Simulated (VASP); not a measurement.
A run of VASP 6.6.1:

Contents of INCAR:

```
SYSTEM = ZnCdSi2P4
PREC = Accurate
ENCUT = 500
EDIFF = 1E-6
ISMEAR = -1
SIGMA = 0.05
LREAL = .False.
LASPH = .True.
NELM = 200
ALGO = Normal
ISIF = 2
LWAVE = .False.
LCHARG = .False.
ISPIN = 2
MAGMOM = 0.5 0.5 0.5 0.5 0.5 0.5 0.5 0.5 0.5 0.5 0.5 0.5 0.5 0.5 0.5 0.5
LORBIT = 11
GGA = PS
NBANDS = 70
GGA_COMPAT = .False.
```

KPOINTS

```
Automatic mesh
0
Gamma
  2 2 2
  0.5 0.5 0.5
```

The input POSCAR:

```
ZnCdSi2P4
1.0
    5.5160660000     -0.0000290000     -0.0000110000
   -0.0000290000      5.5160660000     -0.0000110000
   -0.0000200000     -0.0000200000     10.4762320000
Zn Cd Si P
2 2 4 8
Direct
    0.0231500000      0.0015290000      0.9915110000
    0.4794040000      0.0174830000      0.7470040000
    0.9580190000      0.4927540000      0.2276400000
    0.4982420000      0.5168530000      0.4902000000
    0.9767120000      0.9999440000      0.5102460000
    0.4965390000      0.0098160000      0.2633340000
    0.5193000000      0.4774470000      0.0017280000
    0.9961970000      0.4844820000      0.7502290000
    0.2928620000      0.2550150000      0.1165660000
    0.2160810000      0.2574190000      0.6264150000
    0.7285320000      0.7457970000      0.1239580000
    0.7209300000      0.2365110000      0.3808250000
    0.2696990000      0.7726990000      0.3684550000
    0.2449150000      0.7156960000      0.8845960000
    0.7774750000      0.7479510000      0.6152800000
    0.7692660000      0.2934590000      0.8859890000
```

Potentials or basis: VASP PAW PBE potentials, release 64 (Zn, Cd, Si, P).

Launch:

```console
$ cat potpaw_PBE.64/Zn/POTCAR potpaw_PBE.64/Cd/POTCAR potpaw_PBE.64/Si/POTCAR potpaw_PBE.64/P/POTCAR > POTCAR
$ mpirun -np 1 vasp_std > vasp.out
```

Hardware: 1 thread of Intel(R) Xeon(R) Platinum 8488C (Sapphire Rapids), on a shared host.

Problem. Estimate the wall time of this run.

Solution. It took 3.4 min on 1 thread of Intel(R) Xeon(R) Platinum 8488C (Sapphire Rapids), with other jobs on the host, peak memory 0.51 GiB. Counts: scf iterations 16, k points 4.
